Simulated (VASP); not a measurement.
Write the native input for VASP 6.6.1 that does the following.

```yaml
Task: single point
Functional: r2SCAN
Dispersion: D4
Potentials_or_basis: VASP PAW PBE potentials, release 64 (Ag)
Cutoff: 520 eV
k_mesh: 11 × 11 × 11
Occupations: fermi-dirac, width 0.05 eV
Spin: no spin polarisation
Dipole_correction: no
Further_INCAR_settings: ALGO = Normal; EDIFF = 1e-06; NBANDS = 12
```

The system is Ag.

```xyz
1
Lattice="0.0000 2.0290 2.0290 2.0290 0.0000 2.0290 2.0290 2.0290 0.0000" Properties=species:S:1:pos:R:3 pbc="T T T"
Ag    0.0000    0.0000    0.0000
```

One way to write it, as run:

POSCAR

```
Ag
1.0
    0.0000000000      2.0290398554      2.0290398554
    2.0290398554      0.0000000000      2.0290398554
    2.0290398554      2.0290398554      0.0000000000
Ag
1
Direct
    0.0000000000      0.0000000000      0.0000000000
```

INCAR.step1

```
PREC     = Accurate       # precision mode
ENCUT    = 520            # plane-wave cutoff, eV
ISMEAR   = -1             # smearing method
SIGMA    = 0.05           # smearing width, eV
LREAL    = F              # projectors in reciprocal space
LASPH    = T              # aspherical terms in the spheres
NELM     = 80             # most SCF steps
NBANDS   = 12             # bands
GGA      = PE             # functional
ALGO     = Normal         # electronic algorithm
EDIFF    = 1E-4           # SCF threshold, eV
LWAVE    = T              # write WAVECAR
LCHARG   = F              # write CHGCAR
```

INCAR.step2

```
PREC     = Accurate       # precision mode
ENCUT    = 520            # plane-wave cutoff, eV
EDIFF    = 1E-6           # SCF threshold, eV
ISMEAR   = -1             # smearing method
SIGMA    = 0.05           # smearing width, eV
LREAL    = F              # projectors in reciprocal space
LASPH    = T              # aspherical terms in the spheres
NELM     = 80             # most SCF steps
ALGO     = Normal         # electronic algorithm
ISIF     = 2              # what is computed and relaxed
LWAVE    = F              # write WAVECAR
LCHARG   = T              # write CHGCAR
METAGGA  = R2SCAN         # meta-GGA
LMIXTAU  = T            
IVDW     = 13             # dispersion correction
LELF     = T              # ELF
LVHAR    = T            
NBANDS   = 12             # bands
VDW_S6   = 1.0          
VDW_S8   = 0.6018749    
VDW_A1   = 0.51559235   
VDW_A2   = 5.77342911   
ISTART   = 1
```

KPOINTS

```
Automatic mesh
0
Gamma
  11 11 11
```

Potentials or basis: VASP PAW PBE potentials, release 64 (Ag).

Launch:

```bash
$ cat potpaw_PBE.64/Ag/POTCAR > POTCAR
$ cp INCAR.step1 INCAR
$ mpirun -np 1 vasp_std > vasp.out
$ cp INCAR.step2 INCAR
$ mpirun -np 1 vasp_std > vasp.out
```

It gave:

The pressure is 2.1 GPa and the dispersion energy per atom is -0.200 eV.

Caveat: the PAW data sets were made with another functional, which shifts forces and pressure a little; pairwise dispersion overbinds metals, which lowers pressure and volume.

Wall time 30 s on 1 thread of Intel Xeon 6975P-C (shared host), peak memory 0.15 GiB.
